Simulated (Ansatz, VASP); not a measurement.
# One calculation of MgO, two programs

INCAR

```
PREC     = Accurate       # precision mode
ENCUT    = 520            # plane-wave cutoff, eV
EDIFF    = 1E-6           # SCF threshold, eV
ISMEAR   = 0              # smearing method
SIGMA    = 0.05           # smearing width, eV
LREAL    = False          # projectors in reciprocal space
LASPH    = True           # aspherical terms in the spheres
NELM     = 60             # most SCF steps
ALGO     = Normal         # electronic algorithm
ISIF     = 2              # what is computed and relaxed
LWAVE    = False          # write WAVECAR
LCHARG   = False          # write CHGCAR
GGA      = PS             # functional
NBANDS   = 11             # bands
```

KPOINTS

```
Automatic mesh
0
Gamma
  10 10 10
```

POSCAR

```
MgO
1.0
    0.0000000000      2.1427928167      2.1427928167
    2.1427928167      0.0000000000      2.1427928167
    2.1427928167      2.1427928167      0.0000000000
Mg O
1 1
Direct
    0.0063090101      0.0063090101     -0.0063090101
    0.4904156203      0.4904156203      0.5095843797
```

Input for Ansatz:

```yaml
crystal:
  lattice:
    - [0.0, 2.1427928167, 2.1427928167]
    - [2.1427928167, 0.0, 2.1427928167]
    - [2.1427928167, 2.1427928167, 0.0]
  atoms:
    - { symbol: Mg, position: [0.0063090101, 0.0063090101, -0.0063090101] }
    - { symbol: O, position: [0.4904156203, 0.4904156203, 0.5095843797] }
basis:
  ecutwfc: 520.0
kpoints:
  mp_grid: { grid: [10, 10, 10] }
hamiltonian:
  xc: pbesol
  pseudopotentials: { kind: paw, azcp: { folder: soft_1 } }
scf:
  occupations: { method: gaussian, width: 0.05 }
output:
  forces: true
  stress: true
  eigenvalues: true
```

Change from the starting cell: mode 6 frozen in at -0.040 Å, equal normal strain along x, y and z +0.0167.

Alike in both runs: task single point; functional PBEsol; k mesh 10 × 10 × 10; occupations gaussian, width 0.05 eV; no spin polarisation.

|  | VASP | Ansatz |
| --- | --- | --- |
| version | VASP 6.6.1 | Ansatz 0.2.0 |
| potentials or method | VASP PAW PBE potentials, release 64 (Mg, O), cutoff 520 eV | scalar-relativistic, plane waves, PAW |
| valence electrons in the cell | 8 | 16 |

Ansatz gave:

```
gap on the k mesh at the Fermi level (eV)                     : 4.16
least direct gap on the mesh (eV)                             : 4.16
pressure (GPa)                                                : -6.7
traceless stress, the component that is largest in VASP (GPa) : 0.88
rms of the force components (eV/Å)                            : 0.168
```

Problem. Which values does VASP return?

Solution. gap on the k mesh at the Fermi level (eV): 4.15; least direct gap on the mesh (eV): 4.15; pressure (GPa): -7.3; traceless stress, the component that is largest in VASP (GPa): 0.90; rms of the force components (eV/Å): 0.170.

VASP's potentials were made for PBE, not for PBEsol, and Ansatz warns of the same on its side. Atom by atom the forces differ by 0.001 eV/Å (rms over components). VASP's potentials hold 8 valence electrons a cell and Ansatz's 16, so a difference there can come from the potentials and not from the codes.
